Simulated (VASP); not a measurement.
Wanted: the native input for a VASP 6.6.1 run.

| Quantity | Value |
| --- | --- |
| Task | single point |
| Functional | PBE |
| Potentials or basis | VASP PAW PBE potentials, release 64 (La, O) |
| Cutoff | 520 eV |
| k mesh | 6 × 6 × 4 |
| Occupations | gaussian, width 0.1 eV |
| Spin | no spin polarisation |
| Dipole correction | no |
| Further INCAR settings | ALGO = Normal; EDIFF = 1e-06; NBANDS = 26 |

The structure of LaO4 lies in POSCAR:

```
LaO4
1.0
    4.1158550500      0.0000000000      0.0000000000
   -2.0579275300      3.5644350300      0.0000000000
    0.0000000000      0.0000000000      4.8176850300
La O
1 4
Direct
    0.0000000000      0.0000000000      0.5000000000
    0.3333333300      0.6666666700      0.1938678200
    0.3333333300      0.6666666700      0.8061321800
    0.6666666700      0.3333333300      0.8061321800
    0.6666666700      0.3333333300      0.1938678200
```

The input as run:

INCAR

```
PREC     = Accurate       # precision mode
ENCUT    = 520            # plane-wave cutoff, eV
EDIFF    = 1E-6           # SCF threshold, eV
ISMEAR   = 0              # smearing method
SIGMA    = 0.1            # smearing width, eV
LREAL    = False          # projectors in reciprocal space
LASPH    = True           # aspherical terms in the spheres
NELM     = 60             # most SCF steps
ALGO     = Normal         # electronic algorithm
ISIF     = 2              # what is computed and relaxed
LWAVE    = False          # write WAVECAR
LCHARG   = False          # write CHGCAR
GGA      = PE             # functional
NBANDS   = 26             # bands
```

KPOINTS

```
Automatic mesh
0
Gamma
  6 6 4
```

Potentials or basis: VASP PAW PBE potentials, release 64 (La, O).

The run is started by

```console
$ cat potpaw_PBE.64/La/POTCAR potpaw_PBE.64/O/POTCAR > POTCAR
$ mpirun -np 1 vasp_std > vasp.out
```

It gave:

```
Pressure      : -14.0 GPa
Largest force : 1.201 eV/Å
```

Caveat: an odd number of electrons without spin polarisation forces a metal; a magnetic or distorted state may lie lower.

It took 23 s on 1 thread of Intel(R) Xeon(R) 6975P-C (Granite Rapids), on a shared host, peak memory 0.21 GiB.
